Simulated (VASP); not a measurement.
Wanted: the native input for a VASP 6.6.1 run.

```yaml
Task: single point
Functional: PBE
Potentials_or_basis: VASP PAW PBE potentials, release 64 (Ag, I)
Cutoff: 500 eV
k_mesh: 6 × 6 × 4
Occupations: fermi-dirac, width 0.02 eV
Spin: no spin polarisation
Dipole_correction: no
Further_INCAR_settings: ALGO = Normal; EDIFF = 1e-06; NBANDS = 26
```

The structure of AgI lies in POSCAR:

```
AgI
1.0
    4.6508717428      0.0000000000      0.0000000000
   -2.3254358714      4.0277730790      0.0000000000
    0.0000000000      0.0000000000      7.5992966883
Ag I
2 2
Direct
    0.3333333333      0.6666666667      0.0000048568
    0.6666666667      0.3333333333      0.5000048568
    0.3333333333      0.6666666667      0.3749951432
    0.6666666667      0.3333333333      0.8749951432
```

These files were run (other wordings do the same):

INCAR

```
PREC     = Accurate       # precision mode
ENCUT    = 500            # plane-wave cutoff, eV
EDIFF    = 1E-6           # SCF threshold, eV
ISMEAR   = -1             # smearing method
SIGMA    = 0.02           # smearing width, eV
LREAL    = False          # projectors in reciprocal space
LASPH    = True           # aspherical terms in the spheres
NELM     = 120            # most SCF steps
ALGO     = Normal         # electronic algorithm
ISIF     = 2              # what is computed and relaxed
LWAVE    = False          # write WAVECAR
LCHARG   = False          # write CHGCAR
GGA      = PE             # functional
NBANDS   = 26             # bands
GGA_COMPAT= False
```

KPOINTS

```
regular mesh
0
Gamma
  6 6 4
```

Potentials or basis: VASP PAW PBE potentials, release 64 (Ag, I).

Launch:

```bash
$ cat potpaw_PBE.64/Ag/POTCAR potpaw_PBE.64/I/POTCAR > POTCAR
$ mpirun -np 1 vasp_std > vasp.out
```

Results of the run:

```yaml
Pressure: 0.6 GPa
Band_gap_on_the_k_mesh: 1.37 eV
```

Caveat: spin-orbit coupling is left out, which moves the levels of the heavy elements.

Run time: 68 s on 1 thread of Intel(R) Xeon(R) Platinum 8259CL CPU @ 2.50GHz (Skylake/Cascade Lake) (shared host), peak memory 0.28 GiB.
